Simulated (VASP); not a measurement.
A run of VASP 6.6.1:

File POSCAR:

```
GaP
1.0
    0.0000000000      2.7253992947      2.7253992947
    2.7253992947      0.0000000000      2.7253992947
    2.7253992947      2.7253992947      0.0000000000
Ga P
1 1
Direct
    0.0000000000      0.0000000000      0.0000000000
    0.2500000000      0.2500000000      0.2500000000
```

The input INCAR.step1:

```
ALGO = Normal
EDIFF = 1E-4
ENCUT = 520
GGA = PE
ISMEAR = -1
LASPH = True
LCHARG = False
LREAL = False
LWAVE = True
NBANDS = 16
NELM = 100
PREC = Accurate
SIGMA = 0.02
```

The input INCAR.step2:

```
ALGO = Normal
EDIFF = 1E-7
ENCUT = 520
ISIF = 2
ISMEAR = -1
ISTART = 1
LASPH = True
LCHARG = True
LELF = True
LMIXTAU = True
LREAL = False
LVHAR = True
LWAVE = False
METAGGA = R2SCAN
NBANDS = 16
NELM = 100
PREC = Accurate
SIGMA = 0.02
```

Contents of KPOINTS:

```
k-points
0
Gamma
  8 8 8
```

Potentials or basis: VASP PAW PBE potentials, release 64 (Ga_d, P).

Command:

```console
$ cat potpaw_PBE.64/Ga_d/POTCAR potpaw_PBE.64/P/POTCAR > POTCAR
$ cp INCAR.step1 INCAR
$ mpirun -np 1 vasp_std > vasp.out
$ cp INCAR.step2 INCAR
$ mpirun -np 1 vasp_std > vasp.out
```

Hardware: 1 thread of Intel(R) Xeon(R) Platinum 8375C CPU @ 2.90GHz (Ice Lake), with other jobs on the host.

Problem. Estimate the wall time of this run.

Solution. Wall time 82 s on 1 thread of Intel(R) Xeon(R) Platinum 8375C CPU @ 2.90GHz (Ice Lake) (shared host), peak memory 0.18 GiB. Counts: k points 29.
